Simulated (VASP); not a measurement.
# SrTiO3 (Pm-3m) in VASP: further runs

Runs on SrTiO3. Level: PBE. Tasks: single point.

Everything below comes from runs of VASP 6.6.1. Logs are shortened: lines on timing, memory, paths and dates and some standing lists are left out, and cuts for length are marked.

### 1 The cell of the first run

The structure is cubic, space group Pm-3m (No. 221). The conventional cell has a = 3.772 Å, b = 3.772 Å, c = 3.772 Å, α = 90.00°, β = 90.00°, γ = 90.00°. Sr (site symmetry m-3m) has 12 O at 2.67 Å and 8 Ti at 3.27 Å within 3.5 Å. Ti (site symmetry m-3m) has 6 O at 1.89 Å within 2.5 Å. O (site symmetry 4/mmm) has 2 Ti at 1.89 Å within 2.5 Å.

### 2 Single point, PBE

Input file INCAR:

```
SYSTEM = SrTiO3
PREC     = Accurate       ! precision mode
ENCUT    = 520            ! plane-wave cutoff, eV
EDIFF    = 1E-6           ! SCF threshold, eV
ISMEAR   = 0              ! smearing method
SIGMA    = 0.02           ! smearing width, eV
LREAL    = .FALSE.        ! projectors in reciprocal space
LASPH    = .TRUE.         ! aspherical terms in the spheres
NELM     = 100            ! most SCF steps
ALGO     = Normal         ! electronic algorithm
ISIF     = 2              ! what is computed and relaxed
LWAVE    = .FALSE.        ! write WAVECAR
LCHARG   = .TRUE.         ! write CHGCAR
GGA      = PE             ! functional
LELF     = .TRUE.         ! ELF
LVHAR    = .TRUE.       
NBANDS   = 28             ! bands
```

Input file KPOINTS:

```
Automatic mesh
0
G
  8 8 8
  0 0 0
```

Input file POSCAR:

```
SrTiO3
1.0
    3.7721929718      0.0000000000      0.0000000000
    0.0000000000      3.7721929718      0.0000000000
    0.0000000000      0.0000000000      3.7721929718
Sr Ti O
1 1 3
Direct
    0.5000000000      0.5000000000      0.5000000000
    0.0000000000      0.0000000000      0.0000000000
    0.5000000000      0.0000000000      0.0000000000
    0.0000000000      0.5000000000      0.0000000000
    0.0000000000      0.0000000000      0.5000000000
```

Potentials or basis: VASP PAW PBE potentials, release 64 (Sr_sv, Ti_sv, O).

The run is started by

```console
$ cat potpaw_PBE.64/Sr_sv/POTCAR potpaw_PBE.64/Ti_sv/POTCAR potpaw_PBE.64/O/POTCAR > POTCAR
$ mpirun -np 1 vasp_std > vasp.out
```

OUTCAR:

```text
SYSTEM = SrTiO3
   PREC = Accurate
   ENCUT = 520
   EDIFF = 1E-6
   ISMEAR = 0
   LREAL = .FALSE.
   LASPH = .TRUE.
   NELM = 100
   ISIF = 2
   GGA = PE

 ion  position               nearest neighbor table
   1  0.500  0.500  0.500-   3 2.67   4 2.67   5 2.67   3 2.67   4 2.67   3 2.67   5 2.67   3 2.67
                             4 2.67   5 2.67   4 2.67   5 2.67   2 3.27   2 3.27   2 3.27   2 3.27
   2  0.000  0.000  0.000-   3 1.89   4 1.89   5 1.89   5 1.89   4 1.89   3 1.89   1 3.27   1 3.27
                             1 3.27   1 3.27   1 3.27   1 3.27   1 3.27   1 3.27
   3  0.500  0.000  0.000-   2 1.89   2 1.89   1 2.67   1 2.67   1 2.67   1 2.67
   4  0.000  0.500  0.000-   2 1.89   2 1.89   1 2.67   1 2.67   1 2.67   1 2.67
   5  0.000  0.000  0.500-   2 1.89   2 1.89   1 2.67   1 2.67   1 2.67   1 2.67

  LATTYP: Found a simple cubic cell.
 ALAT       =     3.7721929718

  Lattice vectors:

 A1 = (   3.7721929718,   0.0000000000,   0.0000000000)
 A2 = (   0.0000000000,   3.7721929718,   0.0000000000)
 A3 = (   0.0000000000,   0.0000000000,   3.7721929718)

Analysis of symmetry for initial positions (statically):
=====================================================================
 Subroutine PRICEL returns:
 Original cell was already a primitive cell.

 Routine SETGRP: Setting up the symmetry group for a
 simple cubic supercell.

 Subroutine GETGRP returns: Found 48 space group operations
 (whereof 48 operations were pure point group operations)
 out of a pool of 48 trial point group operations.

The static configuration has the point symmetry O_h .

Analysis of symmetry for dynamics (positions and initial velocities):
=====================================================================
 Subroutine PRICEL returns:
 Original cell was already a primitive cell.

 Routine SETGRP: Setting up the symmetry group for a
 simple cubic supercell.

 Subroutine GETGRP returns: Found 48 space group operations
 (whereof 48 operations were pure point group operations)
 out of a pool of 48 trial point group operations.

The dynamic configuration has the point symmetry O_h .

 Subroutine INISYM returns: Found 48 space group operations
 (whereof 48 operations are pure point group operations),
 and found     1 'primitive' translations

----------------------------------------------------------------------------------------

                                     Primitive cell

  volume of cell :      53.6762

  direct lattice vectors                    reciprocal lattice vectors
     3.772192972  0.000000000  0.000000000     0.265097785  0.000000000  0.000000000
     0.000000000  3.772192972  0.000000000     0.000000000  0.265097785  0.000000000
     0.000000000  0.000000000  3.772192972     0.000000000  0.000000000  0.265097785

  length of vectors
     3.772192972  3.772192972  3.772192972     0.265097785  0.265097785  0.265097785

  position of ions in fractional coordinates (direct lattice)
     0.500000000  0.500000000  0.500000000
     0.000000000  0.000000000  0.000000000
     0.500000000  0.000000000  0.000000000
     0.000000000  0.500000000  0.000000000
     0.000000000  0.000000000  0.500000000

  ion indices of the primitive-cell ions
   primitive index   ion index
                 1           1
                 2           2
                 3           3
                 4           4
                 5           5

----------------------------------------------------------------------------------------

 KPOINTS: Automatic mesh

Automatic generation of k-mesh.
 Grid dimensions read from file:
 generate k-points for:    8    8    8

 Generating k-lattice:

  Cartesian coordinates                     Fractional coordinates (reciprocal lattice)
     0.033137223  0.000000000  0.000000000     0.125000000  0.000000000  0.000000000
     0.000000000  0.033137223  0.000000000     0.000000000  0.125000000  0.000000000
     0.000000000  0.000000000  0.033137223     0.000000000  0.000000000  0.125000000

  Length of vectors
     0.033137223  0.033137223  0.033137223

  Shift w.r.t. Gamma in fractional coordinates (k-lattice)
     0.000000000  0.000000000  0.000000000

 Subroutine IBZKPT returns following result:
 ===========================================

 Found     35 irreducible k-points:

 Following reciprocal coordinates:
            Coordinates               Weight
  0.000000  0.000000  0.000000      1.000000
  0.125000  0.000000  0.000000      6.000000
  0.250000  0.000000  0.000000      6.000000
  0.375000  0.000000  0.000000      6.000000
  0.500000  0.000000  0.000000      3.000000
  0.125000  0.125000  0.000000     12.000000
[... 16 lines left out ...]
  0.375000  0.375000  0.125000     24.000000
  0.500000  0.375000  0.125000     24.000000
 [... further k-points ...]
   k-points           NKPTS =     35   k-points in BZ     NKDIM =     35   number of bands    NBANDS=     28
   number of dos      NEDOS =    301   number of ions     NIONS =      5
   total plane-waves  NPLWV =  21952
   dimension x,y,z NGX =    28 NGY =   28 NGZ =   28
   dimension x,y,z NGXF=    56 NGYF=   56 NGZF=   56
   ions per type =               1   1   3
   NGX,Y,Z   is equivalent  to a cutoff of  12.34, 12.34, 12.34 a.u.
   NGXF,Y,Z  is equivalent  to a cutoff of  24.68, 24.68, 24.68 a.u.
 SYSTEM =  SrTiO3
   PREC   = accura    normal or accurate (medium, high low for compatibility)
   ISTART =      0    job   : 0-new  1-cont  2-samecut
   ICHARG =      2    charge: 1-file 2-atom 10-const
   ISPIN  =      1    spin polarized calculation?
   LNONCOLLINEAR =      F non collinear calculations
   LSORBIT =      F    spin-orbit coupling
   LASPH  =      T    aspherical Exc in radial PAW
   ENCUT  =  520.0 eV  38.22 Ry    6.18 a.u.   7.01  7.01  7.01*2*pi/ulx,y,z
   NELM   =    100;   NELMIN=  2; NELMDL= -5     # of ELM steps
   EDIFF  = 0.1E-05   stopping-criterion for ELM
   LREAL  =      F    real-space projection
[... 7 lines left out ...]
   TEBEG  =    0.0;   TEEND  =   0.0 temperature during run
   PSTRESS=    0.0 pullay stress
   NELECT =      40.0000    total number of electrons
   NUPDOWN=      -1.0000    fix difference up-down
   EMIN   =  10.00;   EMAX   =-10.00  energy-range for DOS
   EFERMI =   0.00;   METHOD = LEGACY
   ISMEAR =     0;   SIGMA  =   0.02  broadening in eV -4-tet -1-fermi 0-gaus
   EFERMI_NEDOS =   21; number of points for ismear=-14 and -15
   IALGO  =     38    algorithm
   IMIX   =      4    mixing-type and parameters
     AMIX     =   0.40;   BMIX     =  1.00
     AMIX_MAG =   1.60;   BMIX_MAG =  1.00
  volume/ion in A,a.u.               =      10.74        72.44
  Fermi-wavevector in a.u.,A,eV,Ry     =   1.484229  2.804786 29.972762  2.202936
  Thomas-Fermi vector in A             =   2.597792
   LORBIT       =      0    0 simple, 1 ext, 2 COOP (PROOUT), +10 PAW based schemes
   GGA     = PE    functional components
   LHFCALC =     F    Hartree Fock is set to
   AEXX    =    0.0000 exact exchange contribution
   IVDW    =     0    specifies the selected vdW correction
   LEPSILON=     F    determine dielectric tensor
   LRPA    =     F    only Hartree local field effects (RPA)
 non-spin polarized calculation
 Gauss-broadening in eV      SIGMA  =   0.02
  energy-cutoff  :      520.00
  volume of cell :       53.68
 maximum number of plane-waves:      1472
   NGX = 15   NGY = 15   NGZ = 15

 number of electron      39.9999977 magnetization

 Free energy of the ion-electron system (eV)
  ---------------------------------------------------
  ext. energy  EPLUGINS =         0.00000000
  ---------------------------------------------------
  free energy    TOTEN  =       -39.47273280 eV

  energy without entropy =      -39.47273280  energy(sigma->0) =      -39.47273280

 E-fermi :   5.3065     XC(G=0): -11.8297

 val. band max:        5.0581255153   @ k =   0.5000   0.5000   0.5000
 cond. band min:       7.0951072095   @ k =   0.0000   0.0000   0.0000
 fundamental gap:      2.0369816942
 Fermi energy:         5.3065338189

 k-point     1 :       0.0000    0.0000    0.0000
  band No.  band energies     occupation
      1     -50.9691      2.00000
      2     -27.4355      2.00000
      3     -27.2949      2.00000
      4     -27.2949      2.00000
      5     -27.2949      2.00000
      6     -12.7513      2.00000
[... 20 lines left out ...]
     27      10.6262      0.00000
     28      12.2573      0.00000

 k-point     2 :       0.1250    0.0000    0.0000
  band No.  band energies     occupation
      1     -50.9687      2.00000
      2     -27.4608      2.00000
      3     -27.2941      2.00000
      4     -27.2941      2.00000
      5     -27.2807      2.00000
      6     -12.7644      2.00000
[... 20 lines left out ...]
     27      10.9705      0.00000
     28      12.6458      0.00000

 k-point     3 :       0.2500    0.0000    0.0000
  band No.  band energies     occupation
      1     -50.9677      2.00000
      2     -27.5135      2.00000
      3     -27.2923      2.00000
      4     -27.2923      2.00000
      5     -27.2547      2.00000
      6     -12.8658      2.00000
[... 20 lines left out ...]
     27      11.8274      0.00000
     28      13.6641      0.00000

 k-point     4 :       0.3750    0.0000    0.0000
  band No.  band energies     occupation
      1     -50.9667      2.00000
      2     -27.5607      2.00000
      3     -27.2905      2.00000
      4     -27.2905      2.00000
      5     -27.2335      2.00000
      6     -13.0140      2.00000
[... 578 lines left out ...]
     27      13.7139      0.00000
     28      14.0835      0.00000

 k-point    23 :       0.3750    0.3750    0.1250
  band No.  band energies     occupation
      1     -50.9639      2.00000
      2     -27.4629      2.00000
      3     -27.3912      2.00000
      4     -27.3081      2.00000
      5     -27.2919      2.00000
      6     -12.3000      2.00000
[... 20 lines left out ...]
     27      14.0725      0.00000
     28      14.2706      0.00000

 k-point    24 :       0.5000    0.3750    0.1250
  band No.  band energies     occupation
      1     -50.9635      2.00000
      2     -27.4525      2.00000
      3     -27.3906      2.00000
      4     -27.3192      2.00000
      5     -27.3030      2.00000
      6     -12.2011      2.00000
[... 20 lines left out ...]
     27      14.3732      0.00000
     28      14.4063      0.00000

 [... further k-points ...]
[... 5 lines left out ...]
  --------------------------------------------------------------------------------------
  -------------------------------------------------------------------------------------
  Total        9.9420617      9.9420617      9.9420617      0.0000000      0.0000000     -0.0000000
  in kB      296.7599799    296.7599799    296.7599799      0.0000000      0.0000000     -0.0000000
  external PRESSURE =     296.7599799 kB  Pullay stress =       0.0000000 kB

 VOLUME and BASIS-vectors are now :
 -----------------------------------------------------------------------------
  energy-cutoff  :      520.00
  volume of cell :       53.68
      direct lattice vectors                 reciprocal lattice vectors
     3.772192972  0.000000000  0.000000000     0.265097785  0.000000000  0.000000000
     0.000000000  3.772192972  0.000000000     0.000000000  0.265097785  0.000000000
     0.000000000  0.000000000  3.772192972     0.000000000  0.000000000  0.265097785

 POSITION                                       TOTAL-FORCE (eV/Angst)
 -----------------------------------------------------------------------------------
      1.88610      1.88610      1.88610         0.000000      0.000000      0.000000
      0.00000      0.00000      0.00000         0.000000      0.000000      0.000000
      1.88610      0.00000      0.00000         0.000000      0.000000      0.000000
      0.00000      1.88610      0.00000         0.000000      0.000000      0.000000
      0.00000      0.00000      1.88610         0.000000      0.000000      0.000000
 -----------------------------------------------------------------------------------
    total drift:                               -0.000000      0.000000     -0.000000

  FREE ENERGIE OF THE ION-ELECTRON SYSTEM (eV)
  ---------------------------------------------------
  free  energy   TOTEN  =       -39.4727327997 eV

  energy  without entropy=      -39.4727327997  energy(sigma->0) =      -39.47273280
```

It took 46 s on 1 thread of Intel Xeon Platinum 8259CL at 2.50GHz (Skylake/Cascade Lake), shared host; peak memory 0.19 GiB.

Results:

* Free energy: -39.4727 eV
* Pressure: 29.7 GPa
* Band gap on the k mesh: 2.04 eV, indirect (least direct gap 2.31 eV)

 A k mesh can miss the band edges.

### 3 Single point, PBE

Input file INCAR:

```
  PREC = Accurate
  ENCUT = 520
  EDIFF = 1E-6
  ISMEAR = 0
  SIGMA = 0.02
  LREAL = F
  LASPH = T
  NELM = 100
  ALGO = Normal
  ISIF = 2
  LWAVE = F
  LCHARG = T
  GGA = PE
  LELF = T
  LVHAR = T
  NBANDS = 28
```

Input file KPOINTS:

```
regular mesh
0
Gamma
  8 8 8
```

POSCAR is that of step 2.

Potentials or basis: VASP PAW PBE potentials, release 64 (Sr_sv, Ti_sv, O).

The run is started by

```console
$ cat potpaw_PBE.64/Sr_sv/POTCAR potpaw_PBE.64/Ti_sv/POTCAR potpaw_PBE.64/O/POTCAR > POTCAR
$ mpirun -np 1 vasp_std > vasp.out
```

Run time: 45 s. Hardware: 1 thread of Intel Xeon Platinum 8259CL at 2.50GHz (Skylake/Cascade Lake), shared host; peak memory 0.19 GiB.

Results (log left out):

```
Free energy            : -39.4727 eV
Pressure               : 29.7 GPa
Band gap on the k mesh : 2.04 eV, indirect (least direct gap 2.31 eV)
```

Levels at points of the mesh, in eV from the valence-band top:
| k point | band 16 | band 17 | band 18 | band 19 | band 20 | band 21 | band 22 | band 23 | band 24 | band 25 |
| --- | --- | --- | --- | --- | --- | --- | --- | --- | --- | --- |
| (0.00, 0.00, 0.00) | -1.36 | -1.36 | -0.28 | -0.28 | -0.28 | 2.04 | 2.04 | 2.04 | 5.02 | 5.02 |
| (0.50, 0.00, 0.00) | -2.62 | -2.62 | -2.33 | -0.69 | -0.69 | 2.26 | 4.34 | 4.34 | 5.12 | 7.66 |
| (0.50, 0.50, 0.00) | -3.27 | -1.67 | -1.67 | -1.61 | -0.11 | 4.36 | 4.36 | 4.84 | 6.26 | 8.41 |
| (0.50, 0.50, 0.50) | -4.02 | -4.02 | 0.00 | 0.00 | 0.00 | 5.16 | 5.16 | 5.16 | 7.36 | 7.36 |
